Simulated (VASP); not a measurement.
A run of VASP 6.6.1 is set up as follows.

File INCAR:

```
SYSTEM = NbRu3
  PREC = Accurate
  ENCUT = 520
  EDIFF = 1E-6
  ISMEAR = -1
  SIGMA = 0.05
  LREAL = .False.
  LASPH = .True.
  NELM = 60
  ALGO = Normal
  ISIF = 2
  LWAVE = .False.
  LCHARG = .False.
  NBANDS = 36
```

The input KPOINTS:

```
Automatic mesh
0
Gamma
  9 9 9
  0 0 0
```

The input POSCAR:

```
NbRu3
1.0
    3.8800000000      0.0000000000      0.0000000000
    0.0000000000      3.8800000000      0.0000000000
    0.0000000000      0.0000000000      3.8412000000
Nb Ru
1 3
Direct
    0.0000000000      0.0000000000      0.0000000000
    0.0000000000      0.5000000000      0.5000000000
    0.5000000000      0.0000000000      0.5000000000
    0.5000000000      0.5000000000      0.0000000000
```

Potentials or basis: VASP PAW LDA potentials, release 64 (Nb_sv, Ru_pv).

Command:

```sh
$ cat potpaw_LDA.64/Nb_sv/POTCAR potpaw_LDA.64/Ru_pv/POTCAR > POTCAR
$ mpirun -np 1 vasp_std > vasp.out
```

Task: Predict the pressure.

Result: -8.3 GPa.

Stress tensor (GPa, compression positive):
```
-8.84  0.00  0.00
 0.00 -8.84  0.00
 0.00  0.00 -7.28
```

Caveat: the cell differs from its parent crystal (zz strain of -1 %).
